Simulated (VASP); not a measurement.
# ZrC (Fm-3m) in VASP: single point with PBE

Aim: the single point of ZrC with PBE.

Program: VASP 6.6.1. These are calculated values, not measurements. Logs are shortened: lines on timing, memory, paths and dates and some standing lists are left out, and cuts for length are marked.

**1. The cell of the first run**

The structure is cubic, space group Fm-3m (No. 225). The conventional cell has a = 4.730 Å, b = 4.730 Å, c = 4.730 Å, α = 90.00°, β = 90.00°, γ = 90.00°. Within 3.1 Å of Zr (site symmetry m-3m) lie 6 C at 2.36 to 2.37 Å. Within 3.1 Å of C (site symmetry m-3m) lie 6 Zr at 2.36 to 2.37 Å.

**2. Single point, PBE**

INCAR

```
ALGO = Normal
EDIFF = 1E-6
ENCUT = 520
GGA = PE
ISIF = 2
ISMEAR = 0
LASPH = True
LCHARG = False
LREAL = False
LWAVE = False
NBANDS = 33
NELM = 100
PREC = Accurate
SIGMA = 0.1
```

KPOINTS

```
k-points
0
Gamma
  6 6 2
```

POSCAR

```
ZrC
1.0
    3.3446150000      0.0000000000      0.0000000000
   -1.6723080000      2.8965220000      0.0000000000
    0.0000000000      0.0000000000      8.1926000000
Zr C
3 3
Direct
    0.0000000000      0.0000000000      0.0000000000
    0.3333333300      0.6666666700      0.3333333300
    0.6666666700      0.3333333300      0.6666666700
    0.6666666700      0.3333333300      0.1666666700
    0.0000000000      0.0000000000      0.5000000000
    0.3333333300      0.6666666700      0.8333333300
```

Potentials or basis: VASP PAW PBE potentials, release 64 (Zr_sv, C).

Run with:

```sh
> cat potpaw_PBE.64/Zr_sv/POTCAR potpaw_PBE.64/C/POTCAR > POTCAR
> mpirun -np 1 vasp_std > vasp.out
```

OUTCAR:

```text
EDIFF = 1E-6
   ENCUT = 520
   GGA = PE
   ISIF = 2
   ISMEAR = 0
   LASPH = True
   LREAL = False
   NELM = 100
   PREC = Accurate

 ion  position               nearest neighbor table
   1  0.000  0.000  0.000-   4 2.36   6 2.36   6 2.37   4 2.37   4 2.37   6 2.37   2 3.34   3 3.34
                             3 3.34   2 3.34   3 3.34   2 3.34
   2  0.333  0.667  0.333-   4 2.36   5 2.36   5 2.37   4 2.37   4 2.37   5 2.37   1 3.34   3 3.34
                             1 3.34   1 3.34   3 3.34   3 3.34
   3  0.667  0.333  0.667-   6 2.36   5 2.36   5 2.37   6 2.37   6 2.37   5 2.37   1 3.34   2 3.34
                             1 3.34   1 3.34   2 3.34   2 3.34
   4  0.667  0.333  0.167-   2 2.36   1 2.36   1 2.37   2 2.37   2 2.37   1 2.37
   5  0.000  0.000  0.500-   3 2.36   2 2.36   3 2.37   2 2.37   3 2.37   2 2.37
   6  0.333  0.667  0.833-   3 2.36   1 2.36   1 2.37   3 2.37   3 2.37   1 2.37

  LATTYP: Found a hexagonal cell.
 ALAT       =     3.3446150000
 C/A-ratio  =     2.4494897021

  Lattice vectors:

 A1 = (   3.3446150000,   0.0000000000,   0.0000000000)
 A2 = (  -1.6723080000,   2.8965220000,   0.0000000000)
 A3 = (   0.0000000000,   0.0000000000,   8.1926000000)

Analysis of symmetry for initial positions (statically):
=====================================================================
 Subroutine PRICEL returns following result:

  LATTYP: Found a face centered cubic cell.
 ALAT       =     4.7299999725

  Lattice vectors:

 A1 = (   1.6723076499,  -0.9655073237,   2.7308666394)
 A2 = (  -0.0000003501,   1.9310146763,   2.7308666394)
 A3 = (  -1.6723072999,  -0.9655073526,   2.7308667213)

   3 primitive cells build up your supercell.

 Routine SETGRP: Setting up the symmetry group for a
 hexagonal supercell.

 Subroutine GETGRP returns: Found 12 space group operations
 (whereof 12 operations were pure point group operations)
 out of a pool of 24 trial point group operations.

The static configuration has the point symmetry D_3d.

Analysis of symmetry for dynamics (positions and initial velocities):
=====================================================================
 Subroutine PRICEL returns following result:

  LATTYP: Found a face centered cubic cell.
 ALAT       =     4.7299999725

  Lattice vectors:

 A1 = (   1.6723076499,  -0.9655073237,   2.7308666394)
 A2 = (  -0.0000003501,   1.9310146763,   2.7308666394)
 A3 = (  -1.6723072999,  -0.9655073526,   2.7308667213)

   3 primitive cells build up your supercell.

 Routine SETGRP: Setting up the symmetry group for a
 hexagonal supercell.

 Subroutine GETGRP returns: Found 12 space group operations
 (whereof 12 operations were pure point group operations)
 out of a pool of 24 trial point group operations.

The dynamic configuration has the point symmetry D_3d.

 Subroutine INISYM returns: Found 12 space group operations
 (whereof 12 operations are pure point group operations),
 and found     3 'primitive' translations

----------------------------------------------------------------------------------------

                                     Primitive cell

  volume of cell :      26.4560

  direct lattice vectors                    reciprocal lattice vectors
     1.672307650 -0.965507324  2.730866639     0.298988084 -0.172620762  0.122061372
    -0.000000350  1.931014676  2.730866639    -0.000000000  0.345241638  0.122061372
    -1.672307300 -0.965507353  2.730866721    -0.298988075 -0.172620871  0.122061372

  length of vectors
     3.344615056  3.344615117  3.344614956     0.366184080  0.366184062  0.366184124

  position of ions in fractional coordinates (direct lattice)
     0.000000000  0.000000000  0.000000000
     0.500000030  0.500000000  0.500000000

  ion indices of the primitive-cell ions
   primitive index   ion index
                 1           1
                 2           4

----------------------------------------------------------------------------------------

 KPOINTS: k-points

Automatic generation of k-mesh.
 Grid dimensions read from file:
 generate k-points for:    6    6    2

 Generating k-lattice:

  Cartesian coordinates                     Fractional coordinates (reciprocal lattice)
     0.049831346  0.028770145  0.000000000     0.166666667  0.000000000  0.000000000
     0.000000000  0.057540273  0.000000000     0.000000000  0.166666667  0.000000000
     0.000000000  0.000000000  0.061030686     0.000000000  0.000000000  0.500000000

  Length of vectors
     0.057540284  0.057540273  0.061030686

  Shift w.r.t. Gamma in fractional coordinates (k-lattice)
     0.000000000  0.000000000  0.000000000

 Subroutine IBZKPT returns following result:
 ===========================================

 Found     14 irreducible k-points:

 Following reciprocal coordinates:
            Coordinates               Weight
  0.000000  0.000000  0.000000      1.000000
  0.166667 -0.000000  0.000000      6.000000
  0.333333 -0.000000  0.000000      6.000000
  0.500000 -0.000000  0.000000      3.000000
  0.166667  0.166667  0.000000      6.000000
  0.333333  0.166667  0.000000     12.000000
  0.333333  0.333333  0.000000      2.000000
  0.000000  0.000000  0.500000      1.000000
  0.166667 -0.000000  0.500000      6.000000
  0.333333 -0.000000  0.500000      6.000000
  0.500000 -0.000000  0.500000      3.000000
  0.166667  0.166667  0.500000      6.000000
  0.333333  0.166667  0.500000     12.000000
  0.333333  0.333333  0.500000      2.000000
   k-points           NKPTS =     14   k-points in BZ     NKDIM =     14   number of bands    NBANDS=     33
   number of dos      NEDOS =    301   number of ions     NIONS =      6
   total plane-waves  NPLWV =  50176
   dimension x,y,z NGX =    28 NGY =   28 NGZ =   64
   dimension x,y,z NGXF=    56 NGYF=   56 NGZF=  128
   ions per type =               3   3
   NGX,Y,Z   is equivalent  to a cutoff of  13.92, 13.92, 12.99 a.u.
   NGXF,Y,Z  is equivalent  to a cutoff of  27.84, 27.84, 25.97 a.u.
 SYSTEM =  unknown system
   PREC   = accura    normal or accurate (medium, high low for compatibility)
   ISTART =      0    job   : 0-new  1-cont  2-samecut
   ICHARG =      2    charge: 1-file 2-atom 10-const
   ISPIN  =      1    spin polarized calculation?
   LNONCOLLINEAR =      F non collinear calculations
   LSORBIT =      F    spin-orbit coupling
   LASPH  =      T    aspherical Exc in radial PAW
   ENCUT  =  520.0 eV  38.22 Ry    6.18 a.u.   6.22  6.22 15.23*2*pi/ulx,y,z
   NELM   =    100;   NELMIN=  2; NELMDL= -5     # of ELM steps
   EDIFF  = 0.1E-05   stopping-criterion for ELM
   LREAL  =      F    real-space projection
   EDIFFG = 0.1E-04   stopping-criterion for IOM
   NSW    =      0    number of steps for IOM
   IBRION =     -1    ionic relax: 0-MD 1-quasi-New 2-CG
   NFREE  =      0    steps in history (QN), initial steepest desc. (CG)
   ISIF   =      2    stress and relaxation
   ISYM   =      2    0-nonsym 1-usesym 2-fastsym
   POTIM  = 0.5000    time-step for ionic-motion
   TEBEG  =    0.0;   TEEND  =   0.0 temperature during run
   PSTRESS=    0.0 pullay stress
   NELECT =      48.0000    total number of electrons
   NUPDOWN=      -1.0000    fix difference up-down
   EMIN   =  10.00;   EMAX   =-10.00  energy-range for DOS
   EFERMI =   0.00;   METHOD = LEGACY
   ISMEAR =     0;   SIGMA  =   0.10  broadening in eV -4-tet -1-fermi 0-gaus
   EFERMI_NEDOS =   21; number of points for ismear=-14 and -15
   IALGO  =     38    algorithm
   IMIX   =      4    mixing-type and parameters
     AMIX     =   0.40;   BMIX     =  1.00
     AMIX_MAG =   1.60;   BMIX_MAG =  1.00
  volume/ion in A,a.u.               =      13.23        89.27
  Fermi-wavevector in a.u.,A,eV,Ry     =   1.384439  2.616209 26.077878  1.916670
  Thomas-Fermi vector in A             =   2.508943
   LORBIT       =      0    0 simple, 1 ext, 2 COOP (PROOUT), +10 PAW based schemes
   GGA     = PE    functional components
   LHFCALC =     F    Hartree Fock is set to
   AEXX    =    0.0000 exact exchange contribution
   IVDW    =     0    specifies the selected vdW correction
   LEPSILON=     F    determine dielectric tensor
   LRPA    =     F    only Hartree local field effects (RPA)
 non-spin polarized calculation
 Gauss-broadening in eV      SIGMA  =   0.10
  energy-cutoff  :      520.00
  volume of cell :       79.37
 maximum number of plane-waves:      2155
 NGX is ok and might be reduce to    28
   NGX = 13   NGY = 13   NGZ = 31

 number of electron      48.0000000 magnetization

 Free energy of the ion-electron system (eV)
  ---------------------------------------------------
  ext. energy  EPLUGINS =         0.00000000
  ---------------------------------------------------
  free energy    TOTEN  =       -58.37585222 eV

  energy without entropy =      -58.36975723  energy(sigma->0) =      -58.37280472

 E-fermi :   9.3682     XC(G=0): -12.0406

 val. band max:        9.3023754465   @ k =   0.3333  -0.0000   0.5000
 cond. band min:       9.4318615597   @ k =   0.5000  -0.0000   0.0000
 fundamental gap:      0.1294861133
 Fermi energy:         9.3682086402

 k-point     1 :       0.0000    0.0000    0.0000
  band No.  band energies     occupation
      1     -38.7762      2.00000
      2     -38.7066      2.00000
      3     -38.7066      2.00000
      4     -17.1044      2.00000
      5     -17.1044      2.00000
      6     -16.5559      2.00000
[... 25 lines left out ...]
     32      12.7406      0.00000
     33      12.8268      0.00000

 k-point     2 :       0.1667   -0.0000    0.0000
  band No.  band energies     occupation
      1     -38.7554      2.00000
      2     -38.6945      2.00000
      3     -38.6934      2.00000
      4     -17.0784      2.00000
      5     -17.0716      2.00000
      6     -16.7114      2.00000
[... 25 lines left out ...]
     32      13.7422      0.00000
     33      14.1406      0.00000

 k-point     3 :       0.3333   -0.0000    0.0000
  band No.  band energies     occupation
      1     -38.7099      2.00000
      2     -38.6741      2.00000
      3     -38.6663      2.00000
      4     -17.1231      2.00000
      5     -17.1092      2.00000
      6     -17.0190      2.00000
[... 25 lines left out ...]
     32      14.1546      0.00000
     33      14.8911      0.00000

 k-point     4 :       0.5000   -0.0000    0.0000
  band No.  band energies     occupation
      1     -38.6755      2.00000
      2     -38.6755      2.00000
      3     -38.6526      2.00000
      4     -17.2064      2.00000
      5     -17.2064      2.00000
      6     -17.1823      2.00000
[... 25 lines left out ...]
     32      14.5379      0.00000
     33      14.9295      0.00000

 k-point     5 :       0.1667    0.1667    0.0000
  band No.  band energies     occupation
      1     -38.7222      2.00000
      2     -38.6757      2.00000
      3     -38.6757      2.00000
      4     -17.0708      2.00000
      5     -17.0708      2.00000
      6     -16.8991      2.00000
[... 244 lines left out ...]
 k-point    12 :       0.1667    0.1667    0.5000
  band No.  band energies     occupation
      1     -38.7068      2.00000
      2     -38.7068      2.00000
      3     -38.6601      2.00000
      4     -17.0918      2.00000
      5     -16.9822      2.00000
      6     -16.9822      2.00000
[... 25 lines left out ...]
     32      13.8157      0.00000
     33      14.7850      0.00000

 k-point    13 :       0.3333    0.1667    0.5000
  band No.  band energies     occupation
      1     -38.6796      2.00000
      2     -38.6707      2.00000
      3     -38.6533      2.00000
      4     -17.2052      2.00000
      5     -17.0876      2.00000
      6     -17.0496      2.00000
[... 25 lines left out ...]
     32      14.7211      0.00000
     33      14.9234      0.00000

 k-point    14 :       0.3333    0.3333    0.5000
  band No.  band energies     occupation
      1     -38.6601      2.00000
      2     -38.6601      2.00000
      3     -38.6601      2.00000
      4     -17.0944      2.00000
      5     -17.0944      2.00000
      6     -17.0944      2.00000
[... 25 lines left out ...]
     32      14.7418      0.00000
     33      14.7418      0.00000

------------------------ aborting loop because EDIFF is reached ----------------------------------------

  FORCE on cell =-STRESS in cart. coord.  units (eV):
  Direction    XX          YY          ZZ          XY          YZ          ZX
  --------------------------------------------------------------------------------------
  -------------------------------------------------------------------------------------
  Total       -1.3483429     -1.3483433     -1.4792969      0.0000002      0.0000000     -0.0000000
  in kB      -27.2186279    -27.2186362    -29.8621596      0.0000047      0.0000000     -0.0000000
  external PRESSURE =     -28.0998079 kB  Pullay stress =       0.0000000 kB

 VOLUME and BASIS-vectors are now :
 -----------------------------------------------------------------------------
  energy-cutoff  :      520.00
  volume of cell :       79.37
      direct lattice vectors                 reciprocal lattice vectors
     3.344615000  0.000000000  0.000000000     0.298988075  0.172620871  0.000000000
    -1.672308000  2.896522000  0.000000000     0.000000000  0.345241638  0.000000000
     0.000000000  0.000000000  8.192600000     0.000000000  0.000000000  0.122061372

 POSITION                                       TOTAL-FORCE (eV/Angst)
 -----------------------------------------------------------------------------------
      0.00000      0.00000      0.00000        -0.000000      0.000000      0.000000
     -0.00000      1.93101      2.73087         0.000000      0.000000      0.000000
      1.67231      0.96551      5.46173         0.000000     -0.000000     -0.000000
      1.67231      0.96551      1.36543         0.000000      0.000000      0.000000
      0.00000      0.00000      4.09630         0.000000      0.000000      0.000000
     -0.00000      1.93101      6.82717         0.000000      0.000000      0.000000
 -----------------------------------------------------------------------------------
    total drift:                               -0.000000     -0.000000      0.000000

  FREE ENERGIE OF THE ION-ELECTRON SYSTEM (eV)
  ---------------------------------------------------
  free  energy   TOTEN  =       -58.3758522151 eV

  energy  without entropy=      -58.3697572294  energy(sigma->0) =      -58.37280472
```

Wall time 32 s (1 thread of Intel Xeon Platinum 8375C at 2.90GHz (Ice Lake), shared host); peak memory 0.21 GiB.

What came out:

```yaml
Free_energy: -58.3759 eV
Pressure: -2.8 GPa
Band_gap_on_the_k_mesh: zero (bands 24 and 25 overlap by 1.02 eV)
```

Caveat: the k points lie up to 0.38 Å⁻¹ apart, too coarse for converged energies and pressures of a metal.
